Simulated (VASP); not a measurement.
# Pt (I4/mmm) in VASP: notebook

Pt is run at these levels: PBEsol; tasks: single point.

Everything below comes from runs of VASP 6.6.1. Logs are shortened: lines on timing, memory, paths and dates and some standing lists are left out, and cuts for length are marked.

## Step 1: The cell of the first run

It takes space group I4/mmm (No. 139, tetragonal). The conventional cell has a = 3.121 Å, b = 3.121 Å, c = 2.934 Å, α = 90.00°, β = 90.00°, γ = 90.00°. Pt (site symmetry 4/mmm) has 14 Pt at 2.65 to 3.12 Å within 3.5 Å.

## Step 2: Single point, PBEsol (strain -0.0600 x Voigt [0, 0, 1, 0, 0, 0])

Input file INCAR:

```
PREC = Accurate
ENCUT = 520
EDIFF = 1E-7
ISMEAR = 0
SIGMA = 0.15
LREAL = F
LASPH = T
NELM = 60
ALGO = Fast
ISIF = 2
LWAVE = F
LCHARG = F
GGA = PS
NBANDS = 11
```

Input file KPOINTS:

```
Automatic mesh
0
Gamma
  26 26 26
```

Input file POSCAR:

```
Pt
1.0
   -1.5604706012      1.5604706012      1.4668423651
    1.5604706012     -1.5604706012      1.4668423651
    1.5604706012      1.5604706012     -1.4668423651
Pt
1
Direct
    0.0000000000      0.0000000000      0.0000000000
```

Potentials or basis: VASP PAW PBE potentials, release 64 (Pt).

Run with:

```bash
cat potpaw_PBE.64/Pt/POTCAR > POTCAR
mpirun -np 1 vasp_std > vasp.out
```

OUTCAR:

```text
PREC = Accurate
   ENCUT = 520
   EDIFF = 1E-7
   ISMEAR = 0
   LREAL = F
   LASPH = T
   NELM = 60
   ISIF = 2
   GGA = PS

 ion  position               nearest neighbor table
   1  0.000  0.000  0.000-

  LATTYP: Found a body centered tetragonal cell.
 ALAT       =     3.1209412024
 C/A-ratio  =     0.9400000000

  Lattice vectors:

 A1 = (  -1.5604706012,   1.5604706012,   1.4668423651)
 A2 = (   1.5604706012,  -1.5604706012,   1.4668423651)
 A3 = (   1.5604706012,   1.5604706012,  -1.4668423651)

Analysis of symmetry for initial positions (statically):
=====================================================================
 Subroutine PRICEL returns:
 Original cell was already a primitive cell.

 Routine SETGRP: Setting up the symmetry group for a
 body centered tetragonal supercell.

 Subroutine GETGRP returns: Found 16 space group operations
 (whereof 16 operations were pure point group operations)
 out of a pool of 16 trial point group operations.

The static configuration has the point symmetry D_4h.

Analysis of symmetry for dynamics (positions and initial velocities):
=====================================================================
 Subroutine PRICEL returns:
 Original cell was already a primitive cell.

 Routine SETGRP: Setting up the symmetry group for a
 body centered tetragonal supercell.

 Subroutine GETGRP returns: Found 16 space group operations
 (whereof 16 operations were pure point group operations)
 out of a pool of 16 trial point group operations.

The dynamic configuration has the point symmetry D_4h.

 Subroutine INISYM returns: Found 16 space group operations
 (whereof 16 operations are pure point group operations),
 and found     1 'primitive' translations

----------------------------------------------------------------------------------------

                                     Primitive cell

  volume of cell :      14.2874

  direct lattice vectors                    reciprocal lattice vectors
    -1.560470601  1.560470601  1.466842365     0.000000000  0.320416161  0.340868257
     1.560470601 -1.560470601  1.466842365     0.320416161  0.000000000  0.340868257
     1.560470601  1.560470601 -1.466842365     0.320416161  0.320416161  0.000000000

  length of vectors
     2.649861038  2.649861038  2.649861038     0.467822279  0.467822279  0.453136881

  position of ions in fractional coordinates (direct lattice)
     0.000000000  0.000000000  0.000000000

  ion indices of the primitive-cell ions
   primitive index   ion index
                 1           1

----------------------------------------------------------------------------------------

 KPOINTS: Automatic mesh

Automatic generation of k-mesh.
 Grid dimensions read from file:
 generate k-points for:   26   26   26

 Generating k-lattice:

  Cartesian coordinates                     Fractional coordinates (reciprocal lattice)
     0.000000000  0.012323699  0.013110318     0.038461538  0.000000000 -0.000000000
     0.012323699  0.000000000  0.013110318     0.000000000  0.038461538 -0.000000000
     0.012323699  0.012323699  0.000000000     0.000000000  0.000000000  0.038461538

  Length of vectors
     0.017993165  0.017993165  0.017428342

  Shift w.r.t. Gamma in fractional coordinates (k-lattice)
     0.000000000  0.000000000  0.000000000

 Subroutine IBZKPT returns following result:
 ===========================================

 Found   1330 irreducible k-points:

 Following reciprocal coordinates:
            Coordinates               Weight
  0.000000  0.000000  0.000000      1.000000
  0.038462  0.000000  0.000000      8.000000
  0.076923  0.000000  0.000000      8.000000
  0.115385  0.000000 -0.000000      8.000000
  0.153846  0.000000  0.000000      8.000000
  0.192308  0.000000 -0.000000      8.000000
[... 16 lines left out ...]
  0.346154  0.038462  0.000000     16.000000
  0.384615  0.038462 -0.000000     16.000000
 [... further k-points ...]
   k-points           NKPTS =   1330   k-points in BZ     NKDIM =   1330   number of bands    NBANDS=     11
   number of dos      NEDOS =    301   number of ions     NIONS =      1
   total plane-waves  NPLWV =   8000
   dimension x,y,z NGX =    20 NGY =   20 NGZ =   20
   dimension x,y,z NGXF=    40 NGYF=   40 NGZF=   40
   ions per type =               1
   NGX,Y,Z   is equivalent  to a cutoff of  12.55, 12.55, 12.55 a.u.
   NGXF,Y,Z  is equivalent  to a cutoff of  25.10, 25.10, 25.10 a.u.
 SYSTEM =  unknown system
   PREC   = accura    normal or accurate (medium, high low for compatibility)
   ISTART =      0    job   : 0-new  1-cont  2-samecut
   ICHARG =      2    charge: 1-file 2-atom 10-const
   ISPIN  =      1    spin polarized calculation?
   LNONCOLLINEAR =      F non collinear calculations
   LSORBIT =      F    spin-orbit coupling
   LASPH  =      T    aspherical Exc in radial PAW
   ENCUT  =  520.0 eV  38.22 Ry    6.18 a.u.   4.93  4.93  4.93*2*pi/ulx,y,z
   NELM   =     60;   NELMIN=  2; NELMDL= -5     # of ELM steps
   EDIFF  = 0.1E-06   stopping-criterion for ELM
   LREAL  =      F    real-space projection
   EDIFFG = 0.1E-05   stopping-criterion for IOM
   NSW    =      0    number of steps for IOM
   IBRION =     -1    ionic relax: 0-MD 1-quasi-New 2-CG
   NFREE  =      0    steps in history (QN), initial steepest desc. (CG)
   ISIF   =      2    stress and relaxation
   ISYM   =      2    0-nonsym 1-usesym 2-fastsym
   POTIM  = 0.5000    time-step for ionic-motion
   TEBEG  =    0.0;   TEEND  =   0.0 temperature during run
   PSTRESS=    0.0 pullay stress
   NELECT =      10.0000    total number of electrons
   NUPDOWN=      -1.0000    fix difference up-down
   EMIN   =  10.00;   EMAX   =-10.00  energy-range for DOS
   EFERMI =   0.00;   METHOD = LEGACY
   ISMEAR =     0;   SIGMA  =   0.15  broadening in eV -4-tet -1-fermi 0-gaus
   EFERMI_NEDOS =   21; number of points for ismear=-14 and -15
   IALGO  =     68    algorithm
   IMIX   =      4    mixing-type and parameters
     AMIX     =   0.40;   BMIX     =  1.00
     AMIX_MAG =   1.60;   BMIX_MAG =  1.00
  volume/ion in A,a.u.               =      14.29        96.42
  Fermi-wavevector in a.u.,A,eV,Ry     =   1.453528  2.746769 28.745608  2.112743
  Thomas-Fermi vector in A             =   2.570784
   LORBIT       =      0    0 simple, 1 ext, 2 COOP (PROOUT), +10 PAW based schemes
   GGA     = PS    functional components
   LHFCALC =     F    Hartree Fock is set to
   AEXX    =    0.0000 exact exchange contribution
   IVDW    =     0    specifies the selected vdW correction
   LEPSILON=     F    determine dielectric tensor
   LRPA    =     F    only Hartree local field effects (RPA)
 non-spin polarized calculation
 RMM-DIIS sequential band-by-band and
 Gauss-broadening in eV      SIGMA  =   0.15
  energy-cutoff  :      520.00
  volume of cell :       14.29
 maximum number of plane-waves:       402
   NGX =  9   NGY =  9   NGZ =  9

 number of electron      10.0000000 magnetization

 number of electron       9.9999999 magnetization

 Free energy of the ion-electron system (eV)
  ---------------------------------------------------
  ext. energy  EPLUGINS =         0.00000000
  ---------------------------------------------------
  free energy    TOTEN  =        -6.81889664 eV

  energy without entropy =       -6.80908690  energy(sigma->0) =       -6.81399177

 E-fermi :  11.9500     XC(G=0): -13.9427

 val. band max:       11.9450805754   @ k =  -0.3846   0.5000   0.2308
 cond. band min:      11.9511038056   @ k =   0.4231   0.1154  -0.0000
 fundamental gap:      0.0060232302
 Fermi energy:        11.9500170175

 k-point     1 :       0.0000    0.0000    0.0000
  band No.  band energies     occupation
      1       1.2583      2.00000
      2       7.4467      2.00000
      3       8.0789      2.00000
      4       8.0789      2.00000
      5      10.2668      2.00000
      6      11.1237      2.00000
      7      28.5160      0.00000
      8      28.5160      0.00000
      9      29.8633      0.00000
     10      39.8799      0.00000
     11      40.3951      0.00000

 k-point     2 :       0.0385    0.0000    0.0000
  band No.  band energies     occupation
      1       1.3270      2.00000
      2       7.4617      2.00000
      3       8.0743      2.00000
      4       8.0889      2.00000
      5      10.2675      2.00000
      6      11.0899      2.00000
      7      28.5949      0.00000
      8      28.6227      0.00000
      9      29.8949      0.00000
     10      38.7711      0.00000
     11      40.1023      0.00000

 k-point     3 :       0.0769    0.0000    0.0000
  band No.  band energies     occupation
      1       1.5302      2.00000
      2       7.4722      2.00000
      3       8.0572      2.00000
      4       8.1551      2.00000
      5      10.2705      2.00000
      6      11.0016      2.00000
      7      28.8071      0.00000
      8      28.9392      0.00000
      9      29.9624      0.00000
     10      37.4409      0.00000
     11      39.5945      0.00000

 k-point     4 :       0.1154    0.0000   -0.0000
  band No.  band energies     occupation
      1       1.8587      2.00000
      2       7.4133      2.00000
      3       8.0204      2.00000
      4       8.3475      2.00000
      5      10.2797      2.00000
      6      10.8918      2.00000
      7      29.0723      0.00000
      8      29.4539      0.00000
      9      29.9789      0.00000
     10      36.3451      0.00000
     11      38.1454      0.00000
[... 239 lines left out ...]
 k-point    22 :       0.3077    0.0385    0.0000
  band No.  band energies     occupation
      1       4.3156      2.00000
      2       6.3922      2.00000
      3       8.5895      2.00000
      4      10.5148      2.00000
      5      11.1534      2.00000
      6      11.3722      2.00000
      7      24.4790      0.00000
      8      26.7240      0.00000
      9      31.3416      0.00000
     10      34.7534      0.00000
     11      36.4803      0.00000

 k-point    23 :       0.3462    0.0385    0.0000
  band No.  band energies     occupation
      1       4.4056      2.00000
      2       6.2326      2.00000
      3       9.2704      2.00000
      4      10.6390      2.00000
      5      11.3041      2.00000
      6      12.0339      0.42883
      7      22.8446      0.00000
      8      26.0583      0.00000
      9      30.1537      0.00000
     10      35.8292      0.00000
     11      36.7707      0.00000

 k-point    24 :       0.3846    0.0385   -0.0000
  band No.  band energies     occupation
      1       4.4055      2.00000
      2       6.1079      2.00000
      3       9.9490      2.00000
      4      10.8659      2.00000
      5      11.4365      2.00000
      6      12.6461      0.00000
      7      21.3343      0.00000
      8      25.5313      0.00000
      9      29.1371      0.00000
     10      36.5492      0.00000
     11      37.2780      0.00000

 [... further k-points ...]

------------------------ aborting loop because EDIFF is reached ----------------------------------------

  FORCE on cell =-STRESS in cart. coord.  units (eV):
  Direction    XX          YY          ZZ          XY          YZ          ZX
  --------------------------------------------------------------------------------------
  -------------------------------------------------------------------------------------
  Total        1.9953606      1.9953606      1.3298130      0.0000000      0.0000000      0.0000000
  in kB      223.7573695    223.7573695    149.1236498      0.0000000      0.0000000      0.0000000
  external PRESSURE =     198.8794630 kB  Pullay stress =       0.0000000 kB

 VOLUME and BASIS-vectors are now :
 -----------------------------------------------------------------------------
  energy-cutoff  :      520.00
  volume of cell :       14.29
      direct lattice vectors                 reciprocal lattice vectors
    -1.560470601  1.560470601  1.466842365     0.000000000  0.320416161  0.340868257
     1.560470601 -1.560470601  1.466842365     0.320416161  0.000000000  0.340868257
     1.560470601  1.560470601 -1.466842365     0.320416161  0.320416161  0.000000000

 POSITION                                       TOTAL-FORCE (eV/Angst)
 -----------------------------------------------------------------------------------
      0.00000      0.00000      0.00000        -0.000000     -0.000000     -0.000000
 -----------------------------------------------------------------------------------
    total drift:                                0.000000     -0.000000      0.000000

  FREE ENERGIE OF THE ION-ELECTRON SYSTEM (eV)
  ---------------------------------------------------
  free  energy   TOTEN  =        -6.8188966413 eV

  energy  without entropy=       -6.8090869045  energy(sigma->0) =       -6.81399177
```

Run time: 4.8 min. Hardware: 1 thread of Intel Xeon Platinum 8259CL at 2.50GHz (Skylake/Cascade Lake), shared host; peak memory 0.31 GiB.

Results:

```
Free energy            : -6.8189 eV
Pressure               : 19.9 GPa
Band gap on the k mesh : zero (bands 5 and 6 overlap by 2.56 eV)
```

Caveat: the cell differs from its parent crystal (strain -0.0600 x Voigt [0, 0, 1, 0, 0, 0]); the stress differs along the axes, from 15 to 22 GPa; the PAW data sets were made with another functional, which shifts forces and pressure a little; spin-orbit coupling is left out, which moves the levels of the heavy elements.

## Step 3: Single point, PBEsol (strain -0.0300 x Voigt [0, 0, 1, 0, 0, 0])

Input file INCAR:

```
SYSTEM = Pt
ALGO = Fast ; EDIFF = 1E-7
ENCUT = 520 ; GGA = PS
ISIF = 2 ; ISMEAR = 0
LASPH = .True. ; LCHARG = .False.
LREAL = .False. ; LWAVE = .False.
NBANDS = 11 ; NELM = 100
PREC = Accurate ; SIGMA = 0.15
```

Input file KPOINTS:

```
k-points
0
Gamma
  26 26 26
  0 0 0
```

Input file POSCAR:

```
Pt
1.0
   -1.5604706012      1.5604706012      1.5136564832
    1.5604706012     -1.5604706012      1.5136564832
    1.5604706012      1.5604706012     -1.5136564832
Pt
1
Direct
    0.0000000000      0.0000000000      0.0000000000
```

Potentials or basis: VASP PAW PBE potentials, release 64 (Pt).

Run with:

```bash
cat potpaw_PBE.64/Pt/POTCAR > POTCAR
mpirun -np 1 vasp_std > vasp.out
```

Wall time 4.1 min (1 thread of Intel Xeon Platinum 8259CL at 2.50GHz (Skylake/Cascade Lake), shared host); peak memory 0.32 GiB.

The run converged. Its results:

```yaml
Free_energy: -6.8493 eV
Pressure: 8.9 GPa
Band_gap_on_the_k_mesh: zero (bands 5 and 6 overlap by 2.42 eV)
```

Stress tensor (GPa, compression positive):
```
10.05  0.00  0.00
 0.00 10.05  0.00
 0.00  0.00  6.59
```

Levels at points of the mesh, in eV from the Fermi level:
```csv
k point,band 1,band 2,band 3,band 4,band 5,band 6,band 7,band 8,band 9,band 10
"(0.00, 0.00, 0.00)",-10.32,-4.09,-3.79,-3.79,-1.32,-0.94,16.83,16.83,17.46,27.74
"(0.50, 0.00, 0.00)",-7.29,-5.59,-1.24,-0.62,0.04,1.21,6.96,13.11,16.13,24.58
"(0.50, 0.50, 0.00)",-7.33,-5.28,-1.57,-0.84,-0.18,1.15,6.68,13.43,16.90,23.82
"(0.50, 0.50, 0.50)",-6.82,-6.81,0.56,0.56,0.66,7.43,7.43,8.39,13.70,19.65
```

Caveat: the cell differs from its parent crystal (strain -0.0300 x Voigt [0, 0, 1, 0, 0, 0]); the cell stands under pressure; the PAW data sets were made with another functional, which shifts forces and pressure a little; spin-orbit coupling is left out, which moves the levels of the heavy elements.
